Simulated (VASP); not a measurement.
Crystal: PbS.

```
CELL_PARAMETERS angstrom
0.00000 3.03263 3.03263
3.03263 0.00000 3.03263
3.03263 3.03263 0.00000
ATOMIC_POSITIONS crystal
Pb 0.00000 0.00000 0.00000
S 0.50000 0.50000 0.50000
```

Base run:

| Item | Value |
| --- | --- |
| Program | VASP 6.6.1 |
| Functional | PBE |
| Potentials or basis | VASP PAW PBE potentials, release 64 (Pb_d, S) |
| Cutoff | 520 eV |
| k mesh | 8 × 8 × 8 |
| Occupations | fermi-dirac, width 0.06 eV |
| Spin | no spin polarisation |

Its results: band gap on the k mesh 0.59 eV, direct; pressure -1.5 GPa.

Task: The run is repeated on the same cell with these changes: functional from PBE to PBEsol. What comes out?

Result: Band gap on the k mesh 0.48 eV, direct; pressure -4.2 GPa.

PBEsol binds more tightly than PBE, so the same cell stands under less pressure.

Caveats: spin-orbit coupling is left out, which moves the levels of the heavy elements; the PAW data sets were made with another functional, which shifts forces and pressure a little (some runs).

A k mesh can miss the band edges.
